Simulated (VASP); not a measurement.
# HgTe (zincblende type) (F-43m) in VASP: a series of runs

Runs on HgTe (zincblende type). Level: PBE. Tasks: density of states.

Everything below comes from runs of VASP 6.6.1. Logs are shortened: lines on timing, memory, paths and dates and some standing lists are left out, and cuts for length are marked.

**1. The cell of the first run**

The structure is cubic, space group F-43m (No. 216). Conventional cell: a = 6.652 Å, b = 6.652 Å, c = 6.652 Å, α = 90.00°, β = 90.00°, γ = 90.00°. Within 3.8 Å of Hg (site symmetry -43m) lie 4 Te at 2.88 Å. Te (site symmetry -43m) has 4 Hg at 2.88 Å within 3.8 Å.

**2. Density of states, PBE**

POSCAR reads:

```
HgTe
1.0
    0.0000000000      3.3258648984      3.3258648984
    3.3258648984      0.0000000000      3.3258648984
    3.3258648984      3.3258648984      0.0000000000
Hg Te
1 1
Direct
    0.0000000000      0.0000000000      0.0000000000
    0.2500000000      0.2500000000      0.2500000000
```

INCAR.step1 reads:

```
PREC     = Accurate       # precision mode
ENCUT    = 520            # plane-wave cutoff, eV
EDIFF    = 1E-6           # SCF threshold, eV
ISMEAR   = -1             # smearing method
SIGMA    = 0.05           # smearing width, eV
LREAL    = F              # projectors in reciprocal space
LASPH    = T              # aspherical terms in the spheres
NELM     = 60             # most SCF steps
ALGO     = Normal         # electronic algorithm
ISIF     = 2              # what is computed and relaxed
LWAVE    = F              # write WAVECAR
LCHARG   = T              # write CHGCAR
GGA      = PE             # functional
NBANDS   = 16             # bands
```

KPOINTS.step1 reads:

```
Automatic mesh
0
Gamma
  11 11 11
```

INCAR.step2 reads:

```
PREC     = Accurate       # precision mode
ENCUT    = 520            # plane-wave cutoff, eV
EDIFF    = 1E-6           # SCF threshold, eV
ISMEAR   = -5             # smearing method
SIGMA    = 0.05           # smearing width, eV
LREAL    = F              # projectors in reciprocal space
LASPH    = T              # aspherical terms in the spheres
NELM     = 60             # most SCF steps
ALGO     = Normal         # electronic algorithm
ISIF     = 2              # what is computed and relaxed
LWAVE    = F              # write WAVECAR
LCHARG   = F              # write CHGCAR
GGA      = PE             # functional
LORBIT   = 10             # projections on sites
NBANDS   = 16             # bands
NEDOS    = 1001           # points of the DOS
ICHARG   = 11             # starting density
```

KPOINTS.step2 reads:

```
Automatic mesh
0
Gamma
  17 17 17
```

Potentials or basis: VASP PAW PBE potentials, release 64 (Hg, Te).

Launch:

```bash
> cat potpaw_PBE.64/Hg/POTCAR potpaw_PBE.64/Te/POTCAR > POTCAR
> cp INCAR.step1 INCAR
> cp KPOINTS.step1 KPOINTS
> mpirun -np 1 vasp_std > vasp.out
> cp INCAR.step2 INCAR
> cp KPOINTS.step2 KPOINTS
> mpirun -np 1 vasp_std > vasp.out
```

OUTCAR:

```text
PREC = Accurate
   ENCUT = 520
   EDIFF = 1E-6
   ISMEAR = -5
   LREAL = F
   LASPH = T
   NELM = 60
   ISIF = 2
   GGA = PE
   LORBIT = 10
   ICHARG = 11

 ion  position               nearest neighbor table
   1  0.000  0.000  0.000-   2 2.88   2 2.88   2 2.88   2 2.88
   2  0.250  0.250  0.250-   1 2.88   1 2.88   1 2.88   1 2.88

  LATTYP: Found a face centered cubic cell.
 ALAT       =     6.6517297968

  Lattice vectors:

 A1 = (   0.0000000000,   3.3258648984,   3.3258648984)
 A2 = (   3.3258648984,   0.0000000000,   3.3258648984)
 A3 = (   3.3258648984,   3.3258648984,   0.0000000000)

Analysis of symmetry for initial positions (statically):
=====================================================================
 Subroutine PRICEL returns:
 Original cell was already a primitive cell.

 Routine SETGRP: Setting up the symmetry group for a
 face centered cubic supercell.

 Subroutine GETGRP returns: Found 24 space group operations
 (whereof 24 operations were pure point group operations)
 out of a pool of 48 trial point group operations.

The static configuration has the point symmetry T_d .

Analysis of symmetry for dynamics (positions and initial velocities):
=====================================================================
 Subroutine PRICEL returns:
 Original cell was already a primitive cell.

 Routine SETGRP: Setting up the symmetry group for a
 face centered cubic supercell.

 Subroutine GETGRP returns: Found 24 space group operations
 (whereof 24 operations were pure point group operations)
 out of a pool of 48 trial point group operations.

The dynamic configuration has the point symmetry T_d .

 Subroutine INISYM returns: Found 24 space group operations
 (whereof 24 operations are pure point group operations),
 and found     1 'primitive' translations

----------------------------------------------------------------------------------------

                                     Primitive cell

  volume of cell :      73.5773

  direct lattice vectors                    reciprocal lattice vectors
     0.000000000  3.325864898  3.325864898    -0.150336834  0.150336834  0.150336834
[... 82 lines left out ...]
   ISPIN  =      1    spin polarized calculation?
   LNONCOLLINEAR =      F non collinear calculations
   LSORBIT =      F    spin-orbit coupling
   LASPH  =      T    aspherical Exc in radial PAW
   ENCUT  =  520.0 eV  38.22 Ry    6.18 a.u.   8.75  8.75  8.75*2*pi/ulx,y,z
   NELM   =     60;   NELMIN=  2; NELMDL=  0     # of ELM steps
   EDIFF  = 0.1E-05   stopping-criterion for ELM
   LREAL  =      F    real-space projection
   EDIFFG = 0.1E-04   stopping-criterion for IOM
   NSW    =      0    number of steps for IOM
   IBRION =     -1    ionic relax: 0-MD 1-quasi-New 2-CG
   NFREE  =      0    steps in history (QN), initial steepest desc. (CG)
   ISIF   =      2    stress and relaxation
   ISYM   =      2    0-nonsym 1-usesym 2-fastsym
   POTIM  = 0.5000    time-step for ionic-motion
   TEBEG  =    0.0;   TEEND  =   0.0 temperature during run
   PSTRESS=    0.0 pullay stress
   NELECT =      18.0000    total number of electrons
   NUPDOWN=      -1.0000    fix difference up-down
   EMIN   =  10.00;   EMAX   =-10.00  energy-range for DOS
   EFERMI =   0.00;   METHOD = LEGACY
   ISMEAR =    -5;   SIGMA  =   0.05  broadening in eV -4-tet -1-fermi 0-gaus
   EFERMI_NEDOS =   21; number of points for ismear=-14 and -15
   IALGO  =     38    algorithm
   IMIX   =      4    mixing-type and parameters
     AMIX     =   0.40;   BMIX     =  1.00
     AMIX_MAG =   1.60;   BMIX_MAG =  1.00
  volume/ion in A,a.u.               =      36.79       248.26
  Fermi-wavevector in a.u.,A,eV,Ry     =   1.023885  1.934862 14.263531  1.048340
  Thomas-Fermi vector in A             =   2.157642
   LORBIT       =     10    0 simple, 1 ext, 2 COOP (PROOUT), +10 PAW based schemes
   GGA     = PE    functional components
   LHFCALC =     F    Hartree Fock is set to
   AEXX    =    0.0000 exact exchange contribution
   IVDW    =     0    specifies the selected vdW correction
   LEPSILON=     F    determine dielectric tensor
   LRPA    =     F    only Hartree local field effects (RPA)
 non-spin polarized calculation
 Fermi weights with tetrahedron method with Bloechl corrections
  energy-cutoff  :      520.00
  volume of cell :       73.58
 maximum number of plane-waves:      2000

 number of electron      17.9999998 magnetization

 Free energy of the ion-electron system (eV)
  ---------------------------------------------------
  ext. energy  EPLUGINS =         0.00000000
  ---------------------------------------------------
  free energy    TOTEN  =        -3.65178778 eV

  energy without entropy =       -3.65178778  energy(sigma->0) =       -3.65178778

 E-fermi :   2.2305     XC(G=0):  -8.3560

 val. band max:        2.2300879481   @ k =   0.0000   0.0000   0.0000
 cond. band min:       2.2300879805   @ k =   0.0000   0.0000   0.0000
 fundamental gap:      0.0000000323
 Fermi energy:         2.2305100516

 k-point     1 :       0.0000    0.0000    0.0000
  band No.  band energies     occupation
      1      -9.1810      2.00000
      2      -4.6598      2.00000
      3      -4.6598      2.00000
      4      -4.6598      2.00000
      5      -4.2260      2.00000
      6      -4.2260      2.00000
[... 433 lines left out ...]
      3      -4.6305      2.00000
      4      -4.6181      2.00000
      5      -4.2323      2.00000
      6      -4.2235      2.00000
[... 8 lines left out ...]
     15      10.6086      0.00000
     16      10.9487      0.00000

 [... further k-points ...]
[... 5 lines left out ...]
  --------------------------------------------------------------------------------------
  -------------------------------------------------------------------------------------
  Total        0.0097842      0.0097842      0.0097842      0.0000000      0.0000000      0.0000000
  in kB        0.2130550      0.2130550      0.2130550      0.0000000      0.0000000      0.0000000
  external PRESSURE =       0.2130550 kB  Pullay stress =       0.0000000 kB

 VOLUME and BASIS-vectors are now :
 -----------------------------------------------------------------------------
  energy-cutoff  :      520.00
  volume of cell :       73.58
      direct lattice vectors                 reciprocal lattice vectors
     0.000000000  3.325864898  3.325864898    -0.150336834  0.150336834  0.150336834
     3.325864898  0.000000000  3.325864898     0.150336834 -0.150336834  0.150336834
     3.325864898  3.325864898  0.000000000     0.150336834  0.150336834 -0.150336834

 POSITION                                       TOTAL-FORCE (eV/Angst)
 -----------------------------------------------------------------------------------
      0.00000      0.00000      0.00000         0.000000      0.000000      0.000000
      1.66293      1.66293      1.66293        -0.000000     -0.000000     -0.000000
 -----------------------------------------------------------------------------------
    total drift:                               -0.000000     -0.000000     -0.000000

  FREE ENERGIE OF THE ION-ELECTRON SYSTEM (eV)
  ---------------------------------------------------
  free  energy   TOTEN  =        -3.6517877752 eV

  energy  without entropy=       -3.6517877752  energy(sigma->0) =       -3.65178778

 total charge

# of ion       s       p       d       tot
------------------------------------------
    1        0.741   0.356   9.361  10.458
    2        1.374   1.942   0.025   3.342
--------------------------------------------------
tot          2.115   2.298   9.386  13.800
```

OUTCAR.step1:

```text
PREC = Accurate
   ENCUT = 520
   EDIFF = 1E-6
   ISMEAR = -1
   LREAL = F
[... 677 lines left out ...]
      0.00000      0.00000      0.00000        -0.000000     -0.000000     -0.000000
      1.66293      1.66293      1.66293         0.000000      0.000000      0.000000
 -----------------------------------------------------------------------------------
    total drift:                               -0.000000     -0.000000     -0.000000

  FREE ENERGIE OF THE ION-ELECTRON SYSTEM (eV)
  ---------------------------------------------------
  free  energy   TOTEN  =        -3.6518747754 eV

  energy  without entropy=       -3.6515314154  energy(sigma->0) =       -3.65170310
```

Run time: 2.4 min. Hardware: 1 thread of Intel Xeon Platinum 8175M at 2.50GHz (Skylake/Cascade Lake), shared host; peak memory 0.34 GiB.

What came out:

| Property | Result |
| --- | --- |
| Valence electrons inside the program's atomic spheres | Hg 10.46; Te 3.34 |

Levels at points of the mesh, in eV from the Fermi level:
| k point | band 7 | band 8 | band 9 | band 10 | band 11 | band 12 |
| --- | --- | --- | --- | --- | --- | --- |
| (0.00, 0.00, 0.00) | -0.92 | 0.00 | 0.00 | 0.00 | 4.37 | 4.37 |

Caveat: spin-orbit coupling is left out, which moves the levels of the heavy elements; tetrahedron occupations give inexact forces and stress in metals.

**3. Density of states, PBE (volume scaled by 0.55)**

POSCAR reads:

```
HgTe
1.0
    0.0000000000      2.7249518544      2.7249518544
    2.7249518544      0.0000000000      2.7249518544
    2.7249518544      2.7249518544      0.0000000000
Hg Te
1 1
Direct
    0.0000000000      0.0000000000      0.0000000000
    0.2500000000      0.2500000000      0.2500000000
```

INCAR.step1 reads:

```
SYSTEM = HgTe
PREC = Accurate
ENCUT = 520
EDIFF = 1E-6
ISMEAR = -1
SIGMA = 0.05
LREAL = .FALSE.
LASPH = .TRUE.
NELM = 80
ALGO = Normal
ISIF = 2
LWAVE = .FALSE.
LCHARG = .TRUE.
GGA = PE
NBANDS = 16
```

KPOINTS.step1 reads:

```
Automatic mesh
0
G
  11 11 11
  0 0 0
```

INCAR.step2 reads:

```
SYSTEM = HgTe
PREC = Accurate
ENCUT = 520
EDIFF = 1E-6
ISMEAR = -5
SIGMA = 0.05
LREAL = .FALSE.
LASPH = .TRUE.
NELM = 80
ALGO = Normal
ISIF = 2
LWAVE = .FALSE.
LCHARG = .FALSE.
GGA = PE
LORBIT = 11
NEDOS = 1001
ICHARG = 11
```

KPOINTS.step2 reads:

```
Automatic mesh
0
G
  17 17 17
  0 0 0
```

Potentials or basis: VASP PAW PBE potentials, release 64 (Hg, Te).

Launch:

```bash
> cat potpaw_PBE.64/Hg/POTCAR potpaw_PBE.64/Te/POTCAR > POTCAR
> cp INCAR.step1 INCAR
> cp KPOINTS.step1 KPOINTS
> mpirun -np 1 vasp_std > vasp.out
> cp INCAR.step2 INCAR
> cp KPOINTS.step2 KPOINTS
> mpirun -np 1 vasp_std > vasp.out
```

Wall time 97 s (1 thread of Intel Xeon Platinum 8259CL at 2.50GHz (Skylake/Cascade Lake), shared host); peak memory 0.24 GiB.

It converged, with:

```
Valence electrons inside the program's atomic spheres : Hg 11.43; Te 3.88
```

Levels at points of the mesh, in eV from the valence-band top:
```
           k point  band 5  band 6  band 7  band 8  band 9  band 10  band 11  band 12  band 13
(0.00, 0.00, 0.00)  -10.80  -10.80    0.00    0.00    0.00     0.55     2.64     2.64     2.64
```

Caveat: spin-orbit coupling is left out, which moves the levels of the heavy elements.

**4. Density of states, PBE (volume scaled by 0.8)**

POSCAR reads:

```
HgTe
1.0
    0.0000000000      3.0874594749      3.0874594749
    3.0874594749      0.0000000000      3.0874594749
    3.0874594749      3.0874594749      0.0000000000
Hg Te
1 1
Direct
    0.0000000000      0.0000000000      0.0000000000
    0.2500000000      0.2500000000      0.2500000000
```

INCAR.step1 reads:

```
SYSTEM = HgTe
PREC = Accurate
ENCUT = 520
EDIFF = 1E-7
ISMEAR = -1
SIGMA = 0.05
LREAL = .False.
LASPH = .True.
NELM = 60
ALGO = Normal
ISIF = 2
LWAVE = .False.
LCHARG = .True.
GGA = PE
NBANDS = 16
```

KPOINTS.step1 reads:

```
Automatic mesh
0
Gamma
  11 11 11
  0 0 0
```

INCAR.step2 reads:

```
SYSTEM = HgTe
PREC = Accurate
ENCUT = 520
EDIFF = 1E-7
ISMEAR = -5
SIGMA = 0.05
LREAL = .False.
LASPH = .True.
NELM = 60
ALGO = Normal
ISIF = 2
LWAVE = .False.
LCHARG = .False.
GGA = PE
LORBIT = 11
NBANDS = 16
NEDOS = 1001
ICHARG = 11
```

KPOINTS.step2 reads:

```
Automatic mesh
0
Gamma
  17 17 17
  0 0 0
```

Launch:

```bash
> cat potpaw_PBE.64/Hg/POTCAR potpaw_PBE.64/Te/POTCAR > POTCAR
> cp INCAR.step1 INCAR
> cp KPOINTS.step1 KPOINTS
> mpirun -np 1 vasp_std > vasp.out
> cp INCAR.step2 INCAR
> cp KPOINTS.step2 KPOINTS
> mpirun -np 1 vasp_std > vasp.out
```

It took 97 s on 1 thread of Intel Xeon Platinum 8259CL at 2.50GHz (Skylake/Cascade Lake), shared host; peak memory 0.29 GiB.

The run converged. Its results:

| Property | Result |
| --- | --- |
| Valence electrons inside the program's atomic spheres | Hg 10.68; Te 3.47 |

Levels at points of the mesh, in eV from the Fermi level:
```csv
k point,band 6,band 7,band 8,band 9,band 10,band 11,band 12,band 13
"(0.00, 0.00, 0.00)",-7.56,-0.37,0.00,0.00,0.00,3.93,3.93,3.93
```

Caveat: spin-orbit coupling is left out, which moves the levels of the heavy elements; tetrahedron occupations give inexact forces and stress in metals.

**5. Density of states, PBE**

POSCAR reads:

```
HgTe
1.0
    0.0000000000      3.3258648984      3.3258648984
    3.3258648984      0.0000000000      3.3258648984
    3.3258648984      3.3258648984      0.0000000000
Hg Te
1 1
Direct
    0.0000000000      0.0000000000      0.0000000000
    0.2500000000      0.2500000000      0.2500000000
```

INCAR.step1 reads:

```
SYSTEM = HgTe
ALGO = Normal
EDIFF = 1E-7
ENCUT = 520
GGA = PE
ISIF = 2
ISMEAR = -1
LASPH = .True.
LCHARG = .True.
LREAL = .False.
LWAVE = .False.
NBANDS = 16
NELM = 60
PREC = Accurate
SIGMA = 0.05
```

KPOINTS.step1 reads:

```
k-points
0
Gamma
  11 11 11
  0 0 0
```

INCAR.step2 reads:

```
SYSTEM = HgTe
ALGO = Normal
EDIFF = 1E-7
ENCUT = 520
GGA = PE
ICHARG = 11
ISIF = 2
ISMEAR = -5
LASPH = .True.
LCHARG = .False.
LORBIT = 10
LREAL = .False.
LWAVE = .False.
NEDOS = 1001
NELM = 60
PREC = Accurate
SIGMA = 0.05
```

KPOINTS.step2 reads:

```
k-points
0
Gamma
  17 17 17
  0 0 0
```

Potentials or basis: VASP PAW PBE potentials, release 64 (Hg, Te).

Launch:

```bash
> cat potpaw_PBE.64/Hg/POTCAR potpaw_PBE.64/Te/POTCAR > POTCAR
> cp INCAR.step1 INCAR
> cp KPOINTS.step1 KPOINTS
> mpirun -np 1 vasp_std > vasp.out
> cp INCAR.step2 INCAR
> cp KPOINTS.step2 KPOINTS
> mpirun -np 1 vasp_std > vasp.out
```

OUTCAR:

```text
SYSTEM = HgTe
   EDIFF = 1E-7
   ENCUT = 520
   GGA = PE
   ICHARG = 11
   ISIF = 2
   ISMEAR = -5
   LASPH = .True.
   LORBIT = 10
   LREAL = .False.
   NELM = 60
   PREC = Accurate

 ion  position               nearest neighbor table
   1  0.000  0.000  0.000-   2 2.88   2 2.88   2 2.88   2 2.88
   2  0.250  0.250  0.250-   1 2.88   1 2.88   1 2.88   1 2.88

  LATTYP: Found a face centered cubic cell.
 ALAT       =     6.6517297968

  Lattice vectors:

 A1 = (   0.0000000000,   3.3258648984,   3.3258648984)
 A2 = (   3.3258648984,   0.0000000000,   3.3258648984)
 A3 = (   3.3258648984,   3.3258648984,   0.0000000000)

Analysis of symmetry for initial positions (statically):
=====================================================================
 Subroutine PRICEL returns:
 Original cell was already a primitive cell.

 Routine SETGRP: Setting up the symmetry group for a
 face centered cubic supercell.

 Subroutine GETGRP returns: Found 24 space group operations
 (whereof 24 operations were pure point group operations)
 out of a pool of 48 trial point group operations.

The static configuration has the point symmetry T_d .

Analysis of symmetry for dynamics (positions and initial velocities):
[... 179 lines left out ...]
     11       6.6040      0.00000
     12       6.6040      0.00000
     13       6.6040      0.00000
[... 354 lines left out ...]
  band No.  band energies     occupation
      1      -9.0921      2.00000
      2      -4.6395      2.00000
      3      -4.6307      2.00000
      4      -4.6184      2.00000
      5      -4.2326      2.00000
      6      -4.2238      2.00000
      7       0.1668      2.00000
      8       1.8502      2.00000
      9       2.1103      2.00000
     10       2.9881      0.00000
     11       6.3983      0.00000
     12       6.7874      0.00000
     13       7.0691      0.00000

 [... further k-points ...]
[... 5 lines left out ...]
  --------------------------------------------------------------------------------------
  -------------------------------------------------------------------------------------
  Total        0.0120313      0.0120313      0.0120313      0.0000000     -0.0000000      0.0000000
  in kB        0.2619864      0.2619864      0.2619864      0.0000000     -0.0000000      0.0000000
  external PRESSURE =       0.2619864 kB  Pullay stress =       0.0000000 kB

 VOLUME and BASIS-vectors are now :
 -----------------------------------------------------------------------------
  energy-cutoff  :      520.00
  volume of cell :       73.58
      direct lattice vectors                 reciprocal lattice vectors
     0.000000000  3.325864898  3.325864898    -0.150336834  0.150336834  0.150336834
     3.325864898  0.000000000  3.325864898     0.150336834 -0.150336834  0.150336834
     3.325864898  3.325864898  0.000000000     0.150336834  0.150336834 -0.150336834

 POSITION                                       TOTAL-FORCE (eV/Angst)
 -----------------------------------------------------------------------------------
      0.00000      0.00000      0.00000        -0.000000     -0.000000     -0.000000
      1.66293      1.66293      1.66293         0.000000      0.000000      0.000000
 -----------------------------------------------------------------------------------
    total drift:                               -0.000000     -0.000000     -0.000000

  FREE ENERGIE OF THE ION-ELECTRON SYSTEM (eV)
  ---------------------------------------------------
  free  energy   TOTEN  =        -3.6517877843 eV

  energy  without entropy=       -3.6517877843  energy(sigma->0) =       -3.65178778

 total charge

# of ion       s       p       d       tot
------------------------------------------
    1        0.741   0.356   9.361  10.459
    2        1.374   1.942   0.025   3.342
--------------------------------------------------
tot          2.116   2.298   9.386  13.800
```

OUTCAR.step1:

```text
SYSTEM = HgTe
   EDIFF = 1E-7
   ENCUT = 520
   GGA = PE
   ISIF = 2
   ISMEAR = -1
   LASPH = .True.
[... 676 lines left out ...]
      0.00000      0.00000      0.00000        -0.000000     -0.000000     -0.000000
      1.66293      1.66293      1.66293         0.000000      0.000000      0.000000
 -----------------------------------------------------------------------------------
    total drift:                               -0.000000     -0.000000     -0.000000

  FREE ENERGIE OF THE ION-ELECTRON SYSTEM (eV)
  ---------------------------------------------------
  free  energy   TOTEN  =        -3.6518747469 eV

  energy  without entropy=       -3.6515313886  energy(sigma->0) =       -3.65170307
```

It took 1.8 min on 1 thread of Intel Xeon Platinum 8259CL at 2.50GHz (Skylake/Cascade Lake), shared host; peak memory 0.33 GiB.

What came out:

| Quantity | Value |
| --- | --- |
| Valence electrons inside the program's atomic spheres | Hg 10.46; Te 3.34 |

Caveat: spin-orbit coupling is left out, which moves the levels of the heavy elements; tetrahedron occupations give inexact forces and stress in metals.
